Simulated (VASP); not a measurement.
# PbS (F-43m) in VASP: single point with LDA

Aim: the single point of PbS with LDA.

Program: VASP 6.6.1. These are calculated values, not measurements. Logs are shortened: lines on timing, memory, paths and dates and some standing lists are left out, and cuts for length are marked.

### 1 The cell of the first run

Symmetry: F-43m, No. 216, cubic system. The conventional cell has a = 6.580 Å, b = 6.580 Å, c = 6.580 Å, α = 90.00°, β = 90.00°, γ = 90.00°. Within 3.8 Å of Pb (site symmetry -43m) lie 4 S at 2.85 Å. S (site symmetry -43m) has 4 Pb at 2.85 Å within 3.8 Å.

### 2 Single point, LDA (35.62 Å³/atom)

INCAR reads:

```
SYSTEM = PbS
PREC = Accurate ; ENCUT = 520
EDIFF = 1E-6 ; ISMEAR = 0
SIGMA = 0.02 ; LREAL = .False.
LASPH = .True. ; NELM = 100
ALGO = Normal ; ISIF = 2
LWAVE = .False. ; LCHARG = .False.
NBANDS = 17
```

KPOINTS reads:

```
regular mesh
0
Gamma
  10 10 10
  0 0 0
```

POSCAR reads:

```
PbS
1.0
    0.0000000000      3.2902000000      3.2902000000
    3.2902000000      0.0000000000      3.2902000000
    3.2902000000      3.2902000000      0.0000000000
Pb S
1 1
Direct
    0.0000000000      0.0000000000      0.0000000000
    0.2500000000      0.2500000000      0.2500000000
```

Potentials or basis: VASP PAW LDA potentials, release 64 (Pb_d, S).

Command:

```sh
$ cat potpaw_LDA.64/Pb_d/POTCAR potpaw_LDA.64/S/POTCAR > POTCAR
$ mpirun -np 1 vasp_std > vasp.out
```

OUTCAR:

```text
SYSTEM = PbS
   PREC = Accurate
   ENCUT = 520
   EDIFF = 1E-6
   ISMEAR = 0
   LREAL = .False.
   LASPH = .True.
   NELM = 100
   ISIF = 2

 ion  position               nearest neighbor table
   1  0.000  0.000  0.000-   2 2.85   2 2.85   2 2.85   2 2.85
   2  0.250  0.250  0.250-   1 2.85   1 2.85   1 2.85   1 2.85

  LATTYP: Found a face centered cubic cell.
 ALAT       =     6.5804000000

  Lattice vectors:

 A1 = (   0.0000000000,   3.2902000000,   3.2902000000)
 A2 = (   3.2902000000,   0.0000000000,   3.2902000000)
 A3 = (   3.2902000000,   3.2902000000,   0.0000000000)

Analysis of symmetry for initial positions (statically):
=====================================================================
 Subroutine PRICEL returns:
 Original cell was already a primitive cell.

 Routine SETGRP: Setting up the symmetry group for a
 face centered cubic supercell.

 Subroutine GETGRP returns: Found 24 space group operations
 (whereof 24 operations were pure point group operations)
 out of a pool of 48 trial point group operations.

The static configuration has the point symmetry T_d .

Analysis of symmetry for dynamics (positions and initial velocities):
=====================================================================
 Subroutine PRICEL returns:
 Original cell was already a primitive cell.

 Routine SETGRP: Setting up the symmetry group for a
 face centered cubic supercell.

 Subroutine GETGRP returns: Found 24 space group operations
 (whereof 24 operations were pure point group operations)
 out of a pool of 48 trial point group operations.

The dynamic configuration has the point symmetry T_d .

 Subroutine INISYM returns: Found 24 space group operations
 (whereof 24 operations are pure point group operations),
 and found     1 'primitive' translations

----------------------------------------------------------------------------------------

                                     Primitive cell

  volume of cell :      71.2356

  direct lattice vectors                    reciprocal lattice vectors
     0.000000000  3.290200000  3.290200000    -0.151966446  0.151966446  0.151966446
     3.290200000  0.000000000  3.290200000     0.151966446 -0.151966446  0.151966446
     3.290200000  3.290200000  0.000000000     0.151966446  0.151966446 -0.151966446

  length of vectors
     4.653045463  4.653045463  4.653045463     0.263213605  0.263213605  0.263213605

  position of ions in fractional coordinates (direct lattice)
     0.000000000  0.000000000  0.000000000
     0.250000000  0.250000000  0.250000000

  ion indices of the primitive-cell ions
   primitive index   ion index
                 1           1
                 2           2

----------------------------------------------------------------------------------------

 KPOINTS: regular mesh

Automatic generation of k-mesh.
 Grid dimensions read from file:
 generate k-points for:   10   10   10

 Generating k-lattice:

  Cartesian coordinates                     Fractional coordinates (reciprocal lattice)
    -0.015196645  0.015196645  0.015196645     0.100000000  0.000000000  0.000000000
     0.015196645 -0.015196645  0.015196645     0.000000000  0.100000000  0.000000000
     0.015196645  0.015196645 -0.015196645     0.000000000  0.000000000  0.100000000

  Length of vectors
     0.026321361  0.026321361  0.026321361

  Shift w.r.t. Gamma in fractional coordinates (k-lattice)
     0.000000000  0.000000000  0.000000000

 Subroutine IBZKPT returns following result:
 ===========================================

 Found     47 irreducible k-points:

 Following reciprocal coordinates:
            Coordinates               Weight
  0.000000  0.000000  0.000000      1.000000
  0.100000  0.000000  0.000000      8.000000
  0.200000  0.000000  0.000000      8.000000
  0.300000  0.000000  0.000000      8.000000
  0.400000  0.000000  0.000000      8.000000
  0.500000  0.000000  0.000000      4.000000
[... 16 lines left out ...]
  0.300000  0.300000  0.000000      6.000000
  0.400000  0.300000  0.000000     24.000000
 [... further k-points ...]
   k-points           NKPTS =     47   k-points in BZ     NKDIM =     47   number of bands    NBANDS=     17
   number of dos      NEDOS =    301   number of ions     NIONS =      2
   total plane-waves  NPLWV =  46656
   dimension x,y,z NGX =    36 NGY =   36 NGZ =   36
   dimension x,y,z NGXF=    72 NGYF=   72 NGZF=   72
   ions per type =               1   1
   NGX,Y,Z   is equivalent  to a cutoff of  12.86, 12.86, 12.86 a.u.
   NGXF,Y,Z  is equivalent  to a cutoff of  25.72, 25.72, 25.72 a.u.
 SYSTEM =  PbS
   PREC   = accura    normal or accurate (medium, high low for compatibility)
   ISTART =      0    job   : 0-new  1-cont  2-samecut
   ICHARG =      2    charge: 1-file 2-atom 10-const
   ISPIN  =      1    spin polarized calculation?
   LNONCOLLINEAR =      F non collinear calculations
   LSORBIT =      F    spin-orbit coupling
   LASPH  =      T    aspherical Exc in radial PAW
   ENCUT  =  520.0 eV  38.22 Ry    6.18 a.u.   8.65  8.65  8.65*2*pi/ulx,y,z
   NELM   =    100;   NELMIN=  2; NELMDL= -5     # of ELM steps
   EDIFF  = 0.1E-05   stopping-criterion for ELM
   LREAL  =      F    real-space projection
   EDIFFG = 0.1E-04   stopping-criterion for IOM
   NSW    =      0    number of steps for IOM
   IBRION =     -1    ionic relax: 0-MD 1-quasi-New 2-CG
   NFREE  =      0    steps in history (QN), initial steepest desc. (CG)
   ISIF   =      2    stress and relaxation
   ISYM   =      2    0-nonsym 1-usesym 2-fastsym
   POTIM  = 0.5000    time-step for ionic-motion
   TEBEG  =    0.0;   TEEND  =   0.0 temperature during run
   PSTRESS=    0.0 pullay stress
   NELECT =      20.0000    total number of electrons
   NUPDOWN=      -1.0000    fix difference up-down
   EMIN   =  10.00;   EMAX   =-10.00  energy-range for DOS
   EFERMI =   0.00;   METHOD = LEGACY
   ISMEAR =     0;   SIGMA  =   0.02  broadening in eV -4-tet -1-fermi 0-gaus
   EFERMI_NEDOS =   21; number of points for ismear=-14 and -15
   IALGO  =     38    algorithm
   IMIX   =      4    mixing-type and parameters
     AMIX     =   0.40;   BMIX     =  1.00
     AMIX_MAG =   1.60;   BMIX_MAG =  1.00
  volume/ion in A,a.u.               =      35.62       240.36
  Fermi-wavevector in a.u.,A,eV,Ry     =   1.071978  2.025745 15.634955  1.149137
  Thomas-Fermi vector in A             =   2.207734
   LORBIT       =      0    0 simple, 1 ext, 2 COOP (PROOUT), +10 PAW based schemes
   GGA     = CA    functional components
   LHFCALC =     F    Hartree Fock is set to
   AEXX    =    0.0000 exact exchange contribution
   IVDW    =     0    specifies the selected vdW correction
   LEPSILON=     F    determine dielectric tensor
   LRPA    =     F    only Hartree local field effects (RPA)
 non-spin polarized calculation
 Gauss-broadening in eV      SIGMA  =   0.02
  energy-cutoff  :      520.00
  volume of cell :       71.24
 maximum number of plane-waves:      1936
   NGX = 17   NGY = 17   NGZ = 17

 number of electron      19.9999997 magnetization

 Free energy of the ion-electron system (eV)
  ---------------------------------------------------
  ext. energy  EPLUGINS =         0.00000000
  ---------------------------------------------------
  free energy    TOTEN  =        -9.37059652 eV

  energy without entropy =       -9.37059652  energy(sigma->0) =       -9.37059652

 E-fermi :   2.8262     XC(G=0):  -8.4070

 val. band max:        2.6722654177   @ k =  -0.3000   0.5000   0.2000
 cond. band min:       3.2933790956   @ k =   0.5000   0.5000   0.0000
 fundamental gap:      0.6211136779
 Fermi energy:         2.8262138816

 k-point     1 :       0.0000    0.0000    0.0000
  band No.  band energies     occupation
      1     -13.9079      2.00000
      2     -13.9079      2.00000
      3     -13.9079      2.00000
      4     -13.8649      2.00000
      5     -13.8649      2.00000
      6      -9.9381      2.00000
[... 9 lines left out ...]
     16      11.2437      0.00000
     17      12.1105      0.00000

 k-point     2 :       0.1000    0.0000    0.0000
  band No.  band energies     occupation
      1     -13.9110      2.00000
      2     -13.9065      2.00000
      3     -13.9065      2.00000
      4     -13.8648      2.00000
      5     -13.8648      2.00000
      6      -9.8790      2.00000
[... 9 lines left out ...]
     16      10.7829      0.00000
     17      11.7236      0.00000

 k-point     3 :       0.2000    0.0000    0.0000
  band No.  band energies     occupation
      1     -13.9192      2.00000
      2     -13.9031      2.00000
      3     -13.9031      2.00000
      4     -13.8643      2.00000
      5     -13.8643      2.00000
      6      -9.7133      2.00000
[... 9 lines left out ...]
     16      10.4054      0.00000
     17      11.4666      0.00000

 k-point     4 :       0.3000    0.0000    0.0000
  band No.  band energies     occupation
      1     -13.9292      2.00000
      2     -13.8996      2.00000
      3     -13.8996      2.00000
      4     -13.8630      2.00000
      5     -13.8630      2.00000
      6      -9.4813      2.00000
[... 9 lines left out ...]
     16      10.4588      0.00000
     17      11.9743      0.00000
[... 343 lines left out ...]
      1     -13.9328      2.00000
      2     -13.8975      2.00000
      3     -13.8969      2.00000
      4     -13.8655      2.00000
      5     -13.8618      2.00000
      6      -9.3986      2.00000
[... 9 lines left out ...]
     16      10.6293      0.00000
     17      12.8019      0.00000

 k-point    23 :       0.3000    0.3000    0.0000
  band No.  band energies     occupation
      1     -13.9464      2.00000
      2     -13.8888      2.00000
      3     -13.8888      2.00000
      4     -13.8714      2.00000
      5     -13.8583      2.00000
      6      -9.3156      2.00000
[... 9 lines left out ...]
     16      11.9343      0.00000
     17      14.3929      0.00000

 k-point    24 :       0.4000    0.3000    0.0000
  band No.  band energies     occupation
      1     -13.9528      2.00000
      2     -13.8862      2.00000
      3     -13.8854      2.00000
      4     -13.8720      2.00000
      5     -13.8572      2.00000
      6      -9.1332      2.00000
[... 9 lines left out ...]
     16      12.1147      0.00000
     17      13.5192      0.00000

 [... further k-points ...]

------------------------ aborting loop because EDIFF is reached ----------------------------------------

  FORCE on cell =-STRESS in cart. coord.  units (eV):
  Direction    XX          YY          ZZ          XY          YZ          ZX
  --------------------------------------------------------------------------------------
  -------------------------------------------------------------------------------------
  Total       -0.8161929     -0.8161929     -0.8161929      0.0000000      0.0000000      0.0000000
  in kB      -18.3572038    -18.3572038    -18.3572038      0.0000000      0.0000000      0.0000000
  external PRESSURE =     -18.3572038 kB  Pullay stress =       0.0000000 kB

 VOLUME and BASIS-vectors are now :
 -----------------------------------------------------------------------------
  energy-cutoff  :      520.00
  volume of cell :       71.24
      direct lattice vectors                 reciprocal lattice vectors
     0.000000000  3.290200000  3.290200000    -0.151966446  0.151966446  0.151966446
     3.290200000  0.000000000  3.290200000     0.151966446 -0.151966446  0.151966446
     3.290200000  3.290200000  0.000000000     0.151966446  0.151966446 -0.151966446

 POSITION                                       TOTAL-FORCE (eV/Angst)
 -----------------------------------------------------------------------------------
      0.00000      0.00000      0.00000        -0.000000     -0.000000     -0.000000
      1.64510      1.64510      1.64510         0.000000      0.000000      0.000000
 -----------------------------------------------------------------------------------
    total drift:                                0.000000      0.000000      0.000000

  FREE ENERGIE OF THE ION-ELECTRON SYSTEM (eV)
  ---------------------------------------------------
  free  energy   TOTEN  =        -9.3705965154 eV

  energy  without entropy=       -9.3705965154  energy(sigma->0) =       -9.37059652
```

It took 68 s on 1 thread of Intel Xeon 8259CL, shared host; peak memory 0.2 GiB.

Results:

```
Free energy            : -9.3706 eV
Pressure               : -1.8 GPa
Band gap on the k mesh : 0.62 eV (least direct gap 1.08 eV)
```

Levels at points of the mesh, in eV from the valence-band top:
```tsv
k point	band 7	band 8	band 9	band 10	band 11	band 12	band 13	band 14
(0.00, 0.00, 0.00)	-5.94	-1.72	-1.72	-1.72	2.40	2.40	2.40	5.05
(0.50, 0.00, 0.00)	-7.76	-2.24	-2.24	-1.98	3.12	3.12	3.52	6.81
(0.50, 0.50, 0.00)	-8.17	-2.97	-2.97	-0.46	0.62	5.06	5.06	5.80
```

Caveat: spin-orbit coupling is left out, which moves the levels of the heavy elements. A k mesh can miss the band edges.
